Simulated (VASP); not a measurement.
# TePb (Fm-3m) in VASP: a series of runs

Aim: see how the results for TePb move with the level of theory and the settings. Levels: PBE, r2SCAN. Tasks: single point.

All numbers are computed with VASP 6.6.1; they aren't measurements. Logs are shortened: lines on timing, memory, paths and dates and some standing lists are left out, and cuts for length are marked.

## 1. The cell of the first run

The structure is cubic, space group Fm-3m (No. 225). Conventional cell: a = 6.181 Å, b = 6.181 Å, c = 6.181 Å, α = 90.00°, β = 90.00°, γ = 90.00°. Within 4.1 Å of Pb (site symmetry m-3m) lie 6 Te at 3.09 Å. Te (site symmetry m-3m) has 6 Pb at 3.09 Å within 4.1 Å.

## 2. Single point, PBE (strain -5.4%)

Contents of INCAR:

```
SYSTEM = TePb
PREC     = Accurate       ! precision mode
ENCUT    = 520            ! plane-wave cutoff, eV
EDIFF    = 1E-7           ! SCF threshold, eV
ISMEAR   = -1             ! smearing method
SIGMA    = 0.02           ! smearing width, eV
LREAL    = .False.        ! projectors in reciprocal space
LASPH    = .True.         ! aspherical terms in the spheres
NELM     = 60             ! most SCF steps
ALGO     = Normal         ! electronic algorithm
ISIF     = 2              ! what is computed and relaxed
LWAVE    = .False.        ! write WAVECAR
LCHARG   = .False.        ! write CHGCAR
GGA      = PE             ! functional
NBANDS   = 17             ! bands
```

Contents of KPOINTS:

```
regular mesh
0
Gamma
  8 8 8
  0 0 0
```

Contents of POSCAR:

```
TePb
1.0
    0.0000000000      3.0903933064      3.0903933064
    3.0903933064      0.0000000000      3.0903933064
    3.0903933064      3.0903933064      0.0000000000
Pb Te
1 1
Direct
    0.0000000000      0.0000000000      0.0000000000
    0.5000000000      0.5000000000      0.5000000000
```

Potentials or basis: VASP PAW PBE potentials, release 64 (Pb_d, Te).

Launch:

```sh
$ cat potpaw_PBE.64/Pb_d/POTCAR potpaw_PBE.64/Te/POTCAR > POTCAR
$ mpirun -np 1 vasp_std > vasp.out
```

OUTCAR:

```text
SYSTEM = TePb
   PREC = Accurate
   ENCUT = 520
   EDIFF = 1E-7
   ISMEAR = -1
   LREAL = .False.
   LASPH = .True.
   NELM = 60
   ISIF = 2
   GGA = PE

 ion  position               nearest neighbor table
   1  0.000  0.000  0.000-   2 3.09   2 3.09   2 3.09   2 3.09   2 3.09   2 3.09
   2  0.500  0.500  0.500-   1 3.09   1 3.09   1 3.09   1 3.09   1 3.09   1 3.09

  LATTYP: Found a face centered cubic cell.
 ALAT       =     6.1807866128

  Lattice vectors:

 A1 = (   0.0000000000,   3.0903933064,   3.0903933064)
 A2 = (   3.0903933064,   0.0000000000,   3.0903933064)
 A3 = (   3.0903933064,   3.0903933064,   0.0000000000)

Analysis of symmetry for initial positions (statically):
=====================================================================
 Subroutine PRICEL returns:
 Original cell was already a primitive cell.

 Routine SETGRP: Setting up the symmetry group for a
 face centered cubic supercell.

 Subroutine GETGRP returns: Found 48 space group operations
 (whereof 48 operations were pure point group operations)
 out of a pool of 48 trial point group operations.

The static configuration has the point symmetry O_h .

Analysis of symmetry for dynamics (positions and initial velocities):
=====================================================================
 Subroutine PRICEL returns:
 Original cell was already a primitive cell.

 Routine SETGRP: Setting up the symmetry group for a
 face centered cubic supercell.

 Subroutine GETGRP returns: Found 48 space group operations
 (whereof 48 operations were pure point group operations)
 out of a pool of 48 trial point group operations.

The dynamic configuration has the point symmetry O_h .

 Subroutine INISYM returns: Found 48 space group operations
 (whereof 48 operations are pure point group operations),
 and found     1 'primitive' translations

----------------------------------------------------------------------------------------

                                     Primitive cell

  volume of cell :      59.0298

  direct lattice vectors                    reciprocal lattice vectors
     0.000000000  3.090393306  3.090393306    -0.161791704  0.161791704  0.161791704
     3.090393306  0.000000000  3.090393306     0.161791704 -0.161791704  0.161791704
     3.090393306  3.090393306  0.000000000     0.161791704  0.161791704 -0.161791704

  length of vectors
     4.370476127  4.370476127  4.370476127     0.280231452  0.280231452  0.280231452

  position of ions in fractional coordinates (direct lattice)
     0.000000000  0.000000000  0.000000000
     0.500000000  0.500000000  0.500000000

  ion indices of the primitive-cell ions
   primitive index   ion index
                 1           1
                 2           2

----------------------------------------------------------------------------------------

 KPOINTS: regular mesh

Automatic generation of k-mesh.
 Grid dimensions read from file:
 generate k-points for:    8    8    8

 Generating k-lattice:

  Cartesian coordinates                     Fractional coordinates (reciprocal lattice)
    -0.020223963  0.020223963  0.020223963     0.125000000  0.000000000  0.000000000
     0.020223963 -0.020223963  0.020223963     0.000000000  0.125000000  0.000000000
     0.020223963  0.020223963 -0.020223963     0.000000000  0.000000000  0.125000000

  Length of vectors
     0.035028932  0.035028932  0.035028932

  Shift w.r.t. Gamma in fractional coordinates (k-lattice)
     0.000000000  0.000000000  0.000000000

 Subroutine IBZKPT returns following result:
 ===========================================

 Found     29 irreducible k-points:

 Following reciprocal coordinates:
            Coordinates               Weight
  0.000000  0.000000  0.000000      1.000000
  0.125000  0.000000  0.000000      8.000000
  0.250000  0.000000  0.000000      8.000000
  0.375000  0.000000  0.000000      8.000000
  0.500000  0.000000  0.000000      4.000000
  0.125000  0.125000  0.000000      6.000000
[... 16 lines left out ...]
  0.500000  0.250000  0.125000     48.000000
 -0.375000  0.250000  0.125000     24.000000
 [... further k-points ...]
   k-points           NKPTS =     29   k-points in BZ     NKDIM =     29   number of bands    NBANDS=     17
   number of dos      NEDOS =    301   number of ions     NIONS =      2
   total plane-waves  NPLWV =  46656
   dimension x,y,z NGX =    36 NGY =   36 NGZ =   36
   dimension x,y,z NGXF=    72 NGYF=   72 NGZF=   72
   ions per type =               1   1
   NGX,Y,Z   is equivalent  to a cutoff of  13.69, 13.69, 13.69 a.u.
   NGXF,Y,Z  is equivalent  to a cutoff of  27.39, 27.39, 27.39 a.u.
 SYSTEM =  TePb
   PREC   = accura    normal or accurate (medium, high low for compatibility)
   ISTART =      0    job   : 0-new  1-cont  2-samecut
   ICHARG =      2    charge: 1-file 2-atom 10-const
   ISPIN  =      1    spin polarized calculation?
   LNONCOLLINEAR =      F non collinear calculations
   LSORBIT =      F    spin-orbit coupling
   LASPH  =      T    aspherical Exc in radial PAW
   ENCUT  =  520.0 eV  38.22 Ry    6.18 a.u.   8.13  8.13  8.13*2*pi/ulx,y,z
   NELM   =     60;   NELMIN=  2; NELMDL= -5     # of ELM steps
   EDIFF  = 0.1E-06   stopping-criterion for ELM
   LREAL  =      F    real-space projection
   EDIFFG = 0.1E-05   stopping-criterion for IOM
   NSW    =      0    number of steps for IOM
   IBRION =     -1    ionic relax: 0-MD 1-quasi-New 2-CG
   NFREE  =      0    steps in history (QN), initial steepest desc. (CG)
   ISIF   =      2    stress and relaxation
   ISYM   =      2    0-nonsym 1-usesym 2-fastsym
   POTIM  = 0.5000    time-step for ionic-motion
   TEBEG  =    0.0;   TEEND  =   0.0 temperature during run
   PSTRESS=    0.0 pullay stress
   NELECT =      20.0000    total number of electrons
   NUPDOWN=      -1.0000    fix difference up-down
   EMIN   =  10.00;   EMAX   =-10.00  energy-range for DOS
   EFERMI =   0.00;   METHOD = LEGACY
   ISMEAR =    -1;   SIGMA  =   0.02  broadening in eV -4-tet -1-fermi 0-gaus
   EFERMI_NEDOS =   21; number of points for ismear=-14 and -15
   IALGO  =     38    algorithm
   IMIX   =      4    mixing-type and parameters
     AMIX     =   0.40;   BMIX     =  1.00
     AMIX_MAG =   1.60;   BMIX_MAG =  1.00
  volume/ion in A,a.u.               =      29.51       199.18
  Fermi-wavevector in a.u.,A,eV,Ry     =   1.141286  2.156717 17.722041  1.302533
  Thomas-Fermi vector in A             =   2.277986
   LORBIT       =      0    0 simple, 1 ext, 2 COOP (PROOUT), +10 PAW based schemes
   GGA     = PE    functional components
   LHFCALC =     F    Hartree Fock is set to
   AEXX    =    0.0000 exact exchange contribution
   IVDW    =     0    specifies the selected vdW correction
   LEPSILON=     F    determine dielectric tensor
   LRPA    =     F    only Hartree local field effects (RPA)
 non-spin polarized calculation
  energy-cutoff  :      520.00
  volume of cell :       59.03
 maximum number of plane-waves:      1639
 NGX is ok and might be reduce to    36
   NGX = 17   NGY = 17   NGZ = 17

 number of electron      20.0000002 magnetization

 Free energy of the ion-electron system (eV)
  ---------------------------------------------------
  ext. energy  EPLUGINS =         0.00000000
  ---------------------------------------------------
  free energy    TOTEN  =        -7.18941425 eV

  energy without entropy =       -7.18941386  energy(sigma->0) =       -7.18941406

 E-fermi :   7.7391     XC(G=0):  -9.9161

 val. band max:        7.5442676515   @ k =   0.5000   0.0000   0.0000
 cond. band min:       7.9339051916   @ k =   0.5000   0.0000   0.0000
 fundamental gap:      0.3896375400
 Fermi energy:         7.7390857493

 k-point     1 :       0.0000    0.0000    0.0000
  band No.  band energies     occupation
      1      -9.5313      2.00000
      2      -9.5313      2.00000
      3      -9.5098      2.00000
      4      -9.5098      2.00000
      5      -9.5098      2.00000
      6      -5.7556      2.00000
[... 9 lines left out ...]
     16      12.9386      0.00000
     17      14.2883      0.00000

 k-point     2 :       0.1250    0.0000    0.0000
  band No.  band energies     occupation
      1      -9.5348      2.00000
      2      -9.5348      2.00000
      3      -9.5094      2.00000
      4      -9.5061      2.00000
      5      -9.5061      2.00000
      6      -5.5951      2.00000
[... 9 lines left out ...]
     16      13.2694      0.00000
     17      15.5874      0.00000

 k-point     3 :       0.2500    0.0000    0.0000
  band No.  band energies     occupation
      1      -9.5449      2.00000
      2      -9.5449      2.00000
      3      -9.5088      2.00000
      4      -9.4959      2.00000
      5      -9.4959      2.00000
      6      -5.1275      2.00000
[... 9 lines left out ...]
     16      14.1365      0.00000
     17      17.9691      0.00000

 k-point     4 :       0.3750    0.0000    0.0000
  band No.  band energies     occupation
      1      -9.5556      2.00000
      2      -9.5556      2.00000
      3      -9.5085      2.00000
      4      -9.4850      2.00000
      5      -9.4850      2.00000
      6      -4.4308      2.00000
[... 9 lines left out ...]
     16      15.4531      0.00000
     17      18.8053      0.00000
[... 343 lines left out ...]
      1      -9.5753      2.00000
      2      -9.5342      2.00000
      3      -9.5125      2.00000
      4      -9.4889      2.00000
      5      -9.4874      2.00000
      6      -4.7202      2.00000
[... 9 lines left out ...]
     16      16.3498      0.00000
     17      16.5255      0.00000

 k-point    23 :       0.5000    0.2500    0.1250
  band No.  band energies     occupation
      1      -9.5865      2.00000
      2      -9.5429      2.00000
      3      -9.5066      2.00000
      4      -9.4872      2.00000
      5      -9.4794      2.00000
      6      -4.0725      2.00000
[... 9 lines left out ...]
     16      16.5041      0.00000
     17      17.8077      0.00000

 k-point    24 :      -0.3750    0.2500    0.1250
  band No.  band energies     occupation
      1      -9.5900      2.00000
      2      -9.5476      2.00000
      3      -9.5010      2.00000
      4      -9.4902      2.00000
      5      -9.4756      2.00000
      6      -3.6495      2.00000
[... 9 lines left out ...]
     16      17.3366      0.00000
     17      17.6992      0.00000

 [... further k-points ...]

------------------------ aborting loop because EDIFF is reached ----------------------------------------

  FORCE on cell =-STRESS in cart. coord.  units (eV):
  Direction    XX          YY          ZZ          XY          YZ          ZX
  --------------------------------------------------------------------------------------
  -------------------------------------------------------------------------------------
  Total        3.9166701      3.9166701      3.9166701      0.0000000      0.0000000     -0.0000000
  in kB      106.3056414    106.3056414    106.3056414      0.0000000      0.0000000     -0.0000000
  external PRESSURE =     106.3056414 kB  Pullay stress =       0.0000000 kB

 VOLUME and BASIS-vectors are now :
 -----------------------------------------------------------------------------
  energy-cutoff  :      520.00
  volume of cell :       59.03
      direct lattice vectors                 reciprocal lattice vectors
     0.000000000  3.090393306  3.090393306    -0.161791704  0.161791704  0.161791704
     3.090393306  0.000000000  3.090393306     0.161791704 -0.161791704  0.161791704
     3.090393306  3.090393306  0.000000000     0.161791704  0.161791704 -0.161791704

 POSITION                                       TOTAL-FORCE (eV/Angst)
 -----------------------------------------------------------------------------------
      0.00000      0.00000      0.00000        -0.000000     -0.000000      0.000000
      3.09039      3.09039      3.09039         0.000000      0.000000      0.000000
 -----------------------------------------------------------------------------------
    total drift:                               -0.000000      0.000000      0.000000

  FREE ENERGIE OF THE ION-ELECTRON SYSTEM (eV)
  ---------------------------------------------------
  free  energy   TOTEN  =        -7.1894142535 eV

  energy  without entropy=       -7.1894138586  energy(sigma->0) =       -7.18941406
```

Wall time 34 s (1 thread of AMD EPYC 7R43 (Zen 3), shared host); peak memory 0.18 GiB.

What came out:

* Free energy: -7.1894 eV
* Pressure: 10.6 GPa
* Band gap on the k mesh: 0.39 eV, direct

Caveat: the cell differs from its parent crystal (strain -5.4%); spin-orbit coupling is left out, which moves the levels of the heavy elements.

## 3. Single point, r2SCAN (strain -5.4%)

POSCAR is that of step 2.

Contents of INCAR.step1:

```
SYSTEM = TePb
PREC = Accurate
ENCUT = 520
ISMEAR = 0
SIGMA = 0.01
LREAL = .False.
LASPH = .True.
NELM = 60
NBANDS = 17
GGA = PE
ALGO = Normal
EDIFF = 1E-4
LWAVE = .True.
LCHARG = .False.
```

Contents of INCAR.step2:

```
SYSTEM = TePb
PREC = Accurate
ENCUT = 520
EDIFF = 1E-6
ISMEAR = 0
SIGMA = 0.01
LREAL = .False.
LASPH = .True.
NELM = 60
ALGO = Normal
ISIF = 2
LWAVE = .False.
LCHARG = .False.
METAGGA = R2SCAN
LMIXTAU = .True.
NBANDS = 17
ISTART = 1
```

Contents of KPOINTS:

```
Automatic mesh
0
Gamma
  8 8 8
  0 0 0
```

Potentials or basis: VASP PAW PBE potentials, release 64 (Pb_d, Te).

Launch:

```sh
$ cat potpaw_PBE.64/Pb_d/POTCAR potpaw_PBE.64/Te/POTCAR > POTCAR
$ cp INCAR.step1 INCAR
$ mpirun -np 1 vasp_std > vasp.out
$ cp INCAR.step2 INCAR
$ mpirun -np 1 vasp_std > vasp.out
```

Wall time 2 min (1 thread of AMD EPYC 7R43 (Zen 3), shared host); peak memory 0.19 GiB.

Results (log left out):

* Free energy: -82.4084 eV
* Pressure: 10.3 GPa
* Band gap on the k mesh: 0.65 eV, direct

Levels at points of the mesh, in eV from the valence-band top:
```csv
k point,band 8,band 9,band 10,band 11,band 12,band 13
"(0.00, 0.00, 0.00)",-2.18,-2.18,-2.18,4.37,4.37,4.37
"(0.50, 0.00, 0.00)",-1.58,-1.58,0.00,0.65,0.91,0.91
"(0.50, 0.50, 0.00)",-5.97,-3.95,-3.95,2.86,6.24,6.24
```

Caveat: the cell differs from its parent crystal (strain -5.4%); the PAW data sets were made with another functional, which shifts forces and pressure a little; spin-orbit coupling is left out, which moves the levels of the heavy elements. A k mesh can miss the band edges.
